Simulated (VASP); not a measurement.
Runs of VASP 6.6.1 on LiF. The structure is that of space group Fm-3m (No. 225), or close to it. The cells are those of the table. 

```tsv
level	cell	gap on the mesh (eV)
PBE	a = 2.904 Å, angles 60.0°, 2 atoms	8.59
PBE	a = 2.787 Å, angles 60.0°, 2 atoms	(b)
PBE	a = 2.915 Å, angles 60.0°, 2 atoms	(a)
PBE	a = 2.817 Å, angles 60.0°, 2 atoms	9.39
PBE	a = 2.756 Å, angles 60.0°, 2 atoms	10.02
r2SCAN	a = 2.860 Å, angles 60.0°, 2 atoms	10.15
PBE	a = 2.769, b = 2.907, c = 2.783 Å, angles 58.2, 57.7, 58.7°, 2 atoms	9.48
PBE	a = 2.932 Å, angles 60.0°, 2 atoms	8.35
PBE	a = 2.876 Å, angles 60.0°, 2 atoms	8.83
PBE	a = 2.847 Å, angles 60.0°, 2 atoms	9.10
PBE	a = 2.969 Å, angles 60.0°, 2 atoms	8.06
```

Alike in all rows: task single point; potentials or basis VASP PAW PBE potentials, release 64 (Li_sv, F); no spin polarisation; k mesh 10 × 10 × 10; cutoff (eV) 520; smearing gaussian 0.02 eV.

Q: Estimate the missing entries.

A: (a) 8.50; (b) 9.70.

A k mesh can miss the band edges.
